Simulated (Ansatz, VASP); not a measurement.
One calculation of TlSnH3, two programs

```
CELL_PARAMETERS angstrom
0.00000 4.33529 4.33529
4.33529 0.00000 4.33529
4.33529 4.33529 0.00000
ATOMIC_POSITIONS crystal
Tl 0.00000 0.00000 0.00000
Tl 0.25000 0.25000 0.25000
Sn 0.75000 0.75000 0.75000
Sn 0.50000 0.50000 0.50000
H 0.52821 0.97179 0.97179
H 0.97179 0.52821 0.52821
H 0.97179 0.52821 0.97179
H 0.52821 0.97179 0.52821
H 0.97179 0.97179 0.52821
H 0.52821 0.52821 0.97179
```

Alike in both runs: functional PBE; k mesh 4 × 4 × 4; occupations gaussian, width 0.1 eV; no spin polarisation.

Ansatz relaxed the structure, and its values are those at the end. VASP's run is a single point on that final structure, the one shown.

```csv
,VASP,Ansatz
version,VASP 6.6.1,Ansatz 0.2.0
potentials or method,"VASP PAW PBE potentials, release 64 (Tl_d, Sn_d, H), cutoff 520 eV","scalar-relativistic, plane waves, PAW"
valence electrons in the cell,60,60
```

Ansatz gave:

| Item | Value |
| --- | --- |
| gap on the k mesh at the Fermi level (eV) | none |
| pressure (GPa) | 0.0 |

Q: Which values does VASP return?

A: gap on the k mesh at the Fermi level (eV): none; pressure (GPa): -0.1.

A gap of «none» marks a metal or a gap that the smearing closes.

Spin-orbit coupling is off throughout.
